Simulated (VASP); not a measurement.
# Pb (Fm-3m) in VASP: notebook

Pb is run at these levels: revPBE+D3(BJ), BLYP+D4, SVWN5, r2SCAN+rVV10; tasks: single point.

Program: VASP 6.6.1. These are calculated values, not measurements. Logs are shortened: lines on timing, memory, paths and dates and some standing lists are left out, and cuts for length are marked.

**1. The cell of the first run**

The structure is cubic, space group Fm-3m (No. 225). The conventional cell has a = 5.047 Å, b = 5.047 Å, c = 5.047 Å, α = 90.00°, β = 90.00°, γ = 90.00°. Within 4.7 Å of Pb (site symmetry m-3m) lie 12 Pb at 3.57 Å.

**2. Single point, revPBE+D3(BJ)**

INCAR reads:

```
  ALGO = Normal
  EDIFF = 1E-6
  ENCUT = 520
  GGA = RE
  ISIF = 2
  ISMEAR = -1
  IVDW = 12
  LASPH = T
  LCHARG = T
  LELF = T
  LREAL = F
  LVHAR = T
  LWAVE = F
  NBANDS = 13
  NELM = 60
  PREC = Accurate
  SIGMA = 0.05
```

KPOINTS reads:

```
k-points
0
Gamma
  9 9 9
```

POSCAR reads:

```
Pb
1.0
    0.0000000000      2.5235621278      2.5235621278
    2.5235621278      0.0000000000      2.5235621278
    2.5235621278      2.5235621278      0.0000000000
Pb
1
Direct
    0.0000000000      0.0000000000      0.0000000000
```

Potentials or basis: VASP PAW PBE potentials, release 64 (Pb_d).

The run is started by

```
$ cat potpaw_PBE.64/Pb_d/POTCAR > POTCAR
$ mpirun -np 1 vasp_std > vasp.out
```

OUTCAR:

```text
EDIFF = 1E-6
   ENCUT = 520
   GGA = RE
   ISIF = 2
   ISMEAR = -1
   IVDW = 12
   LASPH = T
   LREAL = F
   NELM = 60
   PREC = Accurate
 IVDW          = 12

 ion  position               nearest neighbor table
   1  0.000  0.000  0.000-

  LATTYP: Found a face centered cubic cell.
 ALAT       =     5.0471242556

  Lattice vectors:

 A1 = (   0.0000000000,   2.5235621278,   2.5235621278)
 A2 = (   2.5235621278,   0.0000000000,   2.5235621278)
 A3 = (   2.5235621278,   2.5235621278,   0.0000000000)

Analysis of symmetry for initial positions (statically):
[... 5 lines left out ...]
 face centered cubic supercell.

 Subroutine GETGRP returns: Found 48 space group operations
 (whereof 48 operations were pure point group operations)
 out of a pool of 48 trial point group operations.

The static configuration has the point symmetry O_h .

Analysis of symmetry for dynamics (positions and initial velocities):
[... 5 lines left out ...]
 face centered cubic supercell.

 Subroutine GETGRP returns: Found 48 space group operations
 (whereof 48 operations were pure point group operations)
 out of a pool of 48 trial point group operations.

The dynamic configuration has the point symmetry O_h .

 Subroutine INISYM returns: Found 48 space group operations
 (whereof 48 operations are pure point group operations),
 and found     1 'primitive' translations

----------------------------------------------------------------------------------------

                                     Primitive cell

  volume of cell :      32.1419

  direct lattice vectors                    reciprocal lattice vectors
     0.000000000  2.523562128  2.523562128    -0.198132629  0.198132629  0.198132629
     2.523562128  0.000000000  2.523562128     0.198132629 -0.198132629  0.198132629
     2.523562128  2.523562128  0.000000000     0.198132629  0.198132629 -0.198132629

  length of vectors
     3.568855787  3.568855787  3.568855787     0.343175781  0.343175781  0.343175781

  position of ions in fractional coordinates (direct lattice)
     0.000000000  0.000000000  0.000000000

  ion indices of the primitive-cell ions
   primitive index   ion index
                 1           1

----------------------------------------------------------------------------------------

 KPOINTS: k-points

Automatic generation of k-mesh.
 Grid dimensions read from file:
 generate k-points for:    9    9    9

 Generating k-lattice:

  Cartesian coordinates                     Fractional coordinates (reciprocal lattice)
    -0.022014737  0.022014737  0.022014737     0.111111111  0.000000000  0.000000000
     0.022014737 -0.022014737  0.022014737     0.000000000  0.111111111  0.000000000
     0.022014737  0.022014737 -0.022014737     0.000000000  0.000000000  0.111111111

  Length of vectors
     0.038130642  0.038130642  0.038130642

  Shift w.r.t. Gamma in fractional coordinates (k-lattice)
     0.000000000  0.000000000  0.000000000

 Subroutine IBZKPT returns following result:
 ===========================================

 Found     35 irreducible k-points:

 Following reciprocal coordinates:
            Coordinates               Weight
  0.000000  0.000000  0.000000      1.000000
  0.111111  0.000000  0.000000      8.000000
  0.222222  0.000000  0.000000      8.000000
  0.333333  0.000000  0.000000      8.000000
  0.444444  0.000000  0.000000      8.000000
  0.111111  0.111111  0.000000      6.000000
[... 16 lines left out ...]
 -0.333333  0.333333  0.000000     12.000000
  0.444444  0.444444  0.000000      6.000000
 [... further k-points ...]
   k-points           NKPTS =     35   k-points in BZ     NKDIM =     35   number of bands    NBANDS=     13
   number of dos      NEDOS =    301   number of ions     NIONS =      1
   total plane-waves  NPLWV =  21952
   dimension x,y,z NGX =    28 NGY =   28 NGZ =   28
   dimension x,y,z NGXF=    56 NGYF=   56 NGZF=   56
   ions per type =               1
   NGX,Y,Z   is equivalent  to a cutoff of  13.04, 13.04, 13.04 a.u.
   NGXF,Y,Z  is equivalent  to a cutoff of  26.09, 26.09, 26.09 a.u.
 SYSTEM =  unknown system
   PREC   = accura    normal or accurate (medium, high low for compatibility)
   ISTART =      0    job   : 0-new  1-cont  2-samecut
   ICHARG =      2    charge: 1-file 2-atom 10-const
   ISPIN  =      1    spin polarized calculation?
   LNONCOLLINEAR =      F non collinear calculations
   LSORBIT =      F    spin-orbit coupling
   LASPH  =      T    aspherical Exc in radial PAW
   ENCUT  =  520.0 eV  38.22 Ry    6.18 a.u.   6.64  6.64  6.64*2*pi/ulx,y,z
   NELM   =     60;   NELMIN=  2; NELMDL= -5     # of ELM steps
   EDIFF  = 0.1E-05   stopping-criterion for ELM
   LREAL  =      F    real-space projection
   EDIFFG = 0.1E-04   stopping-criterion for IOM
   NSW    =      0    number of steps for IOM
   IBRION =     -1    ionic relax: 0-MD 1-quasi-New 2-CG
   NFREE  =      0    steps in history (QN), initial steepest desc. (CG)
   ISIF   =      2    stress and relaxation
   ISYM   =      2    0-nonsym 1-usesym 2-fastsym
   POTIM  = 0.5000    time-step for ionic-motion
   TEBEG  =    0.0;   TEEND  =   0.0 temperature during run
   PSTRESS=    0.0 pullay stress
   NELECT =      14.0000    total number of electrons
   NUPDOWN=      -1.0000    fix difference up-down
   EMIN   =  10.00;   EMAX   =-10.00  energy-range for DOS
   EFERMI =   0.00;   METHOD = LEGACY
   ISMEAR =    -1;   SIGMA  =   0.05  broadening in eV -4-tet -1-fermi 0-gaus
   EFERMI_NEDOS =   21; number of points for ismear=-14 and -15
   IALGO  =     38    algorithm
   IMIX   =      4    mixing-type and parameters
     AMIX     =   0.40;   BMIX     =  1.00
     AMIX_MAG =   1.60;   BMIX_MAG =  1.00
  volume/ion in A,a.u.               =      32.14       216.90
  Fermi-wavevector in a.u.,A,eV,Ry     =   1.240967  2.345087 20.952954  1.539999
  Thomas-Fermi vector in A             =   2.375385
   LORBIT       =      0    0 simple, 1 ext, 2 COOP (PROOUT), +10 PAW based schemes
   GGA     = RE    functional components
   LHFCALC =     F    Hartree Fock is set to
   AEXX    =    0.0000 exact exchange contribution
   IVDW    =    12    specifies the selected vdW correction
   LEPSILON=     F    determine dielectric tensor
   LRPA    =     F    only Hartree local field effects (RPA)
 non-spin polarized calculation
  energy-cutoff  :      520.00
  volume of cell :       32.14
 maximum number of plane-waves:       893
   NGX = 13   NGY = 13   NGZ = 13

 number of electron      14.0000003 magnetization

 Free energy of the ion-electron system (eV)
  ---------------------------------------------------
  ext. energy  EPLUGINS =         0.00000000
  ---------------------------------------------------
  free energy    TOTEN  =        -3.25950177 eV

  energy without entropy =       -3.25617487  energy(sigma->0) =       -3.25783832

 E-fermi :   6.6171     XC(G=0):  -9.8363

 val. band max:        6.5993385177   @ k =   0.3333   0.3333   0.0000
 cond. band min:       6.6488190563   @ k =  -0.2222   0.3333   0.1111
 fundamental gap:      0.0494805386
 Fermi energy:         6.6170844828

 k-point     1 :       0.0000    0.0000    0.0000
  band No.  band energies     occupation
      1     -10.3497      2.00000
      2     -10.3497      2.00000
      3     -10.3497      2.00000
      4     -10.2340      2.00000
      5     -10.2340      2.00000
      6      -4.6284      2.00000
      7      13.7235      0.00000
      8      13.7235      0.00000
      9      13.7235      0.00000
     10      16.4335      0.00000
     11      17.3149      0.00000
     12      18.7950      0.00000
     13      18.7950      0.00000

 k-point     2 :       0.1111    0.0000    0.0000
  band No.  band energies     occupation
      1     -10.3496      2.00000
      2     -10.3359      2.00000
      3     -10.3359      2.00000
      4     -10.2339      2.00000
      5     -10.2339      2.00000
      6      -4.4051      2.00000
      7      11.4717      0.00000
      8      13.4594      0.00000
      9      13.4594      0.00000
     10      15.9405      0.00000
     11      18.4218      0.00000
     12      19.2630      0.00000
     13      19.2630      0.00000

 k-point     3 :       0.2222    0.0000    0.0000
  band No.  band energies     occupation
      1     -10.3520      2.00000
      2     -10.3197      2.00000
      3     -10.3197      2.00000
      4     -10.2145      2.00000
      5     -10.2145      2.00000
      6      -3.7404      2.00000
      7       8.1883      0.00000
      8      12.8999      0.00000
      9      12.8999      0.00000
     10      15.5031      0.00000
     11      18.3132      0.00000
     12      18.9707      0.00000
     13      18.9707      0.00000
[... 305 lines left out ...]
 k-point    23 :      -0.3333    0.3333    0.0000
  band No.  band energies     occupation
      1     -10.3925      2.00000
      2     -10.2605      2.00000
      3     -10.2218      2.00000
      4     -10.2059      2.00000
      5     -10.1522      2.00000
      6      -0.4423      2.00000
      7       5.0389      2.00000
      8       5.3168      2.00000
      9      10.2340      0.00000
     10      13.4601      0.00000
     11      20.0538      0.00000
     12      21.6587      0.00000
     13      21.7829      0.00000

 k-point    24 :       0.4444    0.4444    0.0000
  band No.  band energies     occupation
      1     -10.4791      2.00000
      2     -10.4001      2.00000
      3     -10.1337      2.00000
      4     -10.1001      2.00000
      5     -10.1001      2.00000
      6      -0.4202      2.00000
      7       4.1707      2.00000
      8       8.8281      0.00000
      9       8.8281      0.00000
     10      12.0333      0.00000
     11      13.2354      0.00000
     12      24.6557      0.00000
     13      26.0229      0.00000

 [... further k-points ...]

------------------------ aborting loop because EDIFF is reached ----------------------------------------

 Edisp (eV)   -0.69217

 E8    (eV) :    -0.5156

  FORCE on cell =-STRESS in cart. coord.  units (eV):
  Direction    XX          YY          ZZ          XY          YZ          ZX
  --------------------------------------------------------------------------------------
  -------------------------------------------------------------------------------------
  Total      -0.56664    -0.56664    -0.56664     0.00000     0.00000     0.00000
  in kB     -28.24514   -28.24514   -28.24514     0.00000     0.00000     0.00000
  external pressure =      -28.25 kB  Pullay stress =        0.00 kB

 VOLUME and BASIS-vectors are now :
 -----------------------------------------------------------------------------
  energy-cutoff  :      520.00
  volume of cell :       32.14
      direct lattice vectors                 reciprocal lattice vectors
     0.000000000  2.523562128  2.523562128    -0.198132629  0.198132629  0.198132629
     2.523562128  0.000000000  2.523562128     0.198132629 -0.198132629  0.198132629
     2.523562128  2.523562128  0.000000000     0.198132629  0.198132629 -0.198132629

 POSITION                                       TOTAL-FORCE (eV/Angst)
 -----------------------------------------------------------------------------------
      0.00000      0.00000      0.00000         0.000000      0.000000      0.000000
 -----------------------------------------------------------------------------------
    total drift:                               -0.000000     -0.000000     -0.000000

  FREE ENERGIE OF THE ION-ELECTRON SYSTEM (eV)
  ---------------------------------------------------
  free  energy   TOTEN  =        -3.9516723460 eV

  energy  without entropy=       -3.9483454464  energy(sigma->0) =       -3.95000890
```

Wall time 5.8 s (1 thread of Intel Xeon 6975P-C (Granite Rapids), shared host); peak memory 0.16 GiB.

What came out:

```
Free energy                : -3.9517 eV
Pressure                   : -2.8 GPa
Band gap on the k mesh     : zero (band 7 reaches 13.72 eV, above the bottom of band 8 at 5.32 eV)
Dispersion energy per atom : -0.692 eV
```

Caveat: the PAW data sets were made with another functional, which shifts forces and pressure a little; spin-orbit coupling is left out, which moves the levels of the heavy elements; pairwise dispersion overbinds metals, which lowers pressure and volume.

**3. Single point, BLYP+D4**

INCAR reads:

```
PREC = Accurate ; ENCUT = 520
EDIFF = 1E-6 ; ISMEAR = -1
SIGMA = 0.05 ; LREAL = False
LASPH = True ; NELM = 100
ALGO = Normal ; ISIF = 2
LWAVE = False ; LCHARG = False
GGA = B5 ; ALDAX = 1.0
AGGAX = 1.0 ; AGGAC = 1.0
ALDAC = 0.0 ; IVDW = 13
VDW_S6 = 1.0 ; VDW_S8 = 2.34076671
VDW_A1 = 0.44488865 ; VDW_A2 = 4.0933009
NBANDS = 13
```

KPOINTS reads:

```
regular mesh
0
Gamma
  9 9 9
```

POSCAR is that of step 2.

Potentials or basis: VASP PAW PBE potentials, release 64 (Pb_d).

The run is started by

```
$ cat potpaw_PBE.64/Pb_d/POTCAR > POTCAR
$ mpirun -np 1 vasp_std > vasp.out
```

OUTCAR:

```text
PREC = Accurate
   ENCUT = 520
   EDIFF = 1E-6
   ISMEAR = -1
   LREAL = False
   LASPH = True
   NELM = 100
   ISIF = 2
   GGA = B5
   IVDW = 13

 ion  position               nearest neighbor table
   1  0.000  0.000  0.000-

  LATTYP: Found a face centered cubic cell.
 ALAT       =     5.0471242556

  Lattice vectors:

 A1 = (   0.0000000000,   2.5235621278,   2.5235621278)
 A2 = (   2.5235621278,   0.0000000000,   2.5235621278)
[... 561 lines left out ...]
     12      25.0080      0.00000
     13      26.4706      0.00000

 [... further k-points ...]

------------------------ aborting loop because EDIFF is reached ----------------------------------------

  DFT-D4 for vdW energy calculation

  Edisp (eV):   -0.74696

  FORCE on cell =-STRESS in cart. coord.  units (eV):
  Direction    XX          YY          ZZ          XY          YZ          ZX
  --------------------------------------------------------------------------------------
  -------------------------------------------------------------------------------------
  Total      -0.12865    -0.12865    -0.12865     0.00000     0.00000    -0.00000
  in kB      -6.41272    -6.41272    -6.41272     0.00000     0.00000    -0.00000
  external pressure =       -6.41 kB  Pullay stress =        0.00 kB

 VOLUME and BASIS-vectors are now :
 -----------------------------------------------------------------------------
  energy-cutoff  :      520.00
  volume of cell :       32.14
      direct lattice vectors                 reciprocal lattice vectors
     0.000000000  2.523562128  2.523562128    -0.198132629  0.198132629  0.198132629
     2.523562128  0.000000000  2.523562128     0.198132629 -0.198132629  0.198132629
     2.523562128  2.523562128  0.000000000     0.198132629  0.198132629 -0.198132629

 POSITION                                       TOTAL-FORCE (eV/Angst)
 -----------------------------------------------------------------------------------
      0.00000      0.00000      0.00000         0.000000      0.000000     -0.000000
 -----------------------------------------------------------------------------------
    total drift:                               -0.000000     -0.000000     -0.000000

  FREE ENERGIE OF THE ION-ELECTRON SYSTEM (eV)
  ---------------------------------------------------
  free  energy   TOTEN  =        -3.6119345439 eV

  energy  without entropy=       -3.6087015445  energy(sigma->0) =       -3.61031804
```

OSZICAR:

```text
N       E                     dE             d eps       ncg     rms          rms(c)
DAV:   1     0.107743121447E+03    0.10774E+03   -0.70094E+03   925   0.125E+03
DAV:   2     0.252289591002E+01   -0.10522E+03   -0.10192E+03   940   0.309E+02
DAV:   3    -0.275376617725E+01   -0.52767E+01   -0.52645E+01  1143   0.742E+01
DAV:   4    -0.288537484255E+01   -0.13161E+00   -0.13159E+00  1137   0.126E+01
DAV:   5    -0.289141612517E+01   -0.60413E-02   -0.60412E-02  1291   0.247E+00    0.810E-01
DAV:   6    -0.286862976562E+01    0.22786E-01   -0.36264E-02  1180   0.353E+00    0.312E-01
DAV:   7    -0.286504831647E+01    0.35814E-02   -0.11970E-02  1200   0.187E+00    0.691E-02
DAV:   8    -0.286498257544E+01    0.65741E-04   -0.51413E-04  1171   0.334E-01    0.130E-02
DAV:   9    -0.286497638382E+01    0.61916E-05   -0.22816E-05  1202   0.763E-02    0.639E-03
DAV:  10    -0.286497430340E+01    0.20804E-05   -0.25493E-06  1080   0.149E-02    0.488E-04
DAV:  11    -0.286497434212E+01   -0.38719E-07   -0.68687E-08   710   0.259E-03
   1 F= -.36119345E+01 E0= -.36103180E+01  d E =-.323300E-02
```

Wall time 8.9 s (1 thread of Intel Xeon 6975P-C (Granite Rapids), shared host); peak memory 0.16 GiB.

Results:

```yaml
Free_energy: -3.6119 eV
Pressure: -0.6 GPa
Band_gap_on_the_k_mesh: zero (band 7 reaches 13.91 eV, above the bottom of band 8 at 5.74 eV)
Dispersion_energy_per_atom: -0.747 eV
```

Caveat: the PAW data sets were made with another functional, which shifts forces and pressure a little; spin-orbit coupling is left out, which moves the levels of the heavy elements; pairwise dispersion overbinds metals, which lowers pressure and volume.

(Part 1 of 2 ends here.)
